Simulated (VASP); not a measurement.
The system is GdO.

```
CELL_PARAMETERS angstrom
0.00000 2.66351 2.66351
2.66351 0.00000 2.66351
2.66351 2.66351 0.00000
ATOMIC_POSITIONS crystal
Gd 0.00000 0.00000 0.00000
O 0.75000 0.75000 0.75000
```

Base run:

| Quantity | Value |
| --- | --- |
| Program | VASP 6.6.1 |
| Functional | LDA |
| Potentials or basis | VASP PAW PBE potentials, release 64 (Gd, O) |
| Cutoff | 520 eV |
| k mesh | 9 × 9 × 9 |
| Occupations | fermi-dirac, width 0.05 eV |
| Spin | collinear spin, ferromagnetic start |
| Starting moments | [7.0, 0.0] μB |

Its results: pressure -3.8 GPa; net moment 6.85 μB per cell; site moments Gd +6.64; O -0.05 μB.

**Question.** After a change of settings the same cell gave: pressure -0.6 GPa; net moment 7.52 μB per cell; site moments Gd +6.87; O -0.03 μB. Which change was it?
A. functional from LDA to PBE
B. functional from LDA to r2SCAN; further incar settings from ALGO = Normal; EDIFF = 1e-06; NBANDS = 23 to ALGO = Normal; EDIFF = 1e-07; NBANDS = 23
C. functional from LDA to PBEsol

**Answer.** C.

PBEsol binds less tightly than LDA, so the same cell stands under more pressure.

Caveats: the PAW data sets were made with another functional, which shifts forces and pressure a little; a cell with one magnetic atom can't hold antiferromagnetic order, which such compounds often take.
